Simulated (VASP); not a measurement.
Wanted: the native input for a VASP 6.6.1 run.

```
Task                   : single point
Functional             : PBE
Potentials or basis    : VASP PAW PBE potentials, release 64 (Ta_pv, N)
Cutoff                 : 520 eV
k mesh                 : 2 × 2 × 2
Occupations            : gaussian, width 0.02 eV
Spin                   : collinear spin
Starting moments       : [0.0, 0.0, 1.0, 0.0, 0.0, 0.0, 0.0, 0.0, 0.0, 0.0, 0.0, 0.0, 0.0, 0.0, 0.0] μB
Dipole correction      : no
Further INCAR settings : LREAL = Auto; ALGO = Normal; EDIFF = 1e-06; NBANDS = 76
```

The structure of Ta7N8 (a cell with a defect) lies in POSCAR:

```
Ta7N8
1.0
   -3.0479998435     -5.2792910904      0.0000000000
    4.5719999217     -2.6396451356      0.0000000000
    0.0000000000      0.0000000000      4.9180000000
Ta N
7 8
Direct
    0.7164960866      0.5000000000      0.0000000000
    0.7629516300      0.5000000000      0.5000000000
    0.5000000000      0.0000000000      0.0000000000
    0.2835039134      0.5000000000      0.0000000000
    0.2370483700      0.5000000000      0.5000000000
    0.0000000000      0.0000000000      0.0000000000
    0.0000000000      0.0000000000      0.5000000000
    0.5000000000      0.3137531408      0.2761931405
    0.5000000000      0.6862468592      0.7238068595
    0.2469179434      0.8310908930      0.2481390902
    0.2469179434      0.1689091070      0.7518609098
    0.0000000000      0.3386671607      0.2328788342
    0.0000000000      0.6613328393      0.7671211658
    0.7530820566      0.8310908930      0.2481390902
    0.7530820566      0.1689091070      0.7518609098
```

These files were run (other wordings do the same):

INCAR

```
SYSTEM = Ta7N8
PREC     = Accurate       ! precision mode
ENCUT    = 520            ! plane-wave cutoff, eV
EDIFF    = 1E-6           ! SCF threshold, eV
ISMEAR   = 0              ! smearing method
SIGMA    = 0.02           ! smearing width, eV
LREAL    = Auto         
LASPH    = .TRUE.         ! aspherical terms in the spheres
NELM     = 150            ! most SCF steps
ALGO     = Normal         ! electronic algorithm
ISIF     = 2              ! what is computed and relaxed
LWAVE    = .FALSE.        ! write WAVECAR
LCHARG   = .FALSE.        ! write CHGCAR
ISPIN    = 2              ! spin polarisation
MAGMOM   = 0 0 1 0 0 0 0 0 0 0 0 0 0 0 0 ! initial moments
LORBIT   = 11             ! projections on sites
LMAXMIX  = 4              ! l up to which the mixer works
GGA      = PE             ! functional
NBANDS   = 76             ! bands
```

KPOINTS

```
Automatic mesh
0
G
  2 2 2
  0 0 0
```

Potentials or basis: VASP PAW PBE potentials, release 64 (Ta_pv, N).

Command:

```sh
$ cat potpaw_PBE.64/Ta_pv/POTCAR potpaw_PBE.64/N/POTCAR > POTCAR
$ mpirun -np 1 vasp_std > vasp.out
```

It gave:

```json
{"Pressure": "37.8 GPa", "Largest force": "0.068 eV/Å", "Net moment": "0.00 μB per cell", "Valence electrons inside the program's atomic spheres": "Ta 9.35, 9.23, 8.95, 9.26, 9.24 (each value once); N 3.76, 3.78, 3.80 (each value once)"}
```

Caveat: the k points lie up to 0.64 Å⁻¹ apart.

It took 9.3 min on 1 thread of Oxide Virtual Turin-like Processor (shared host), peak memory 0.36 GiB.
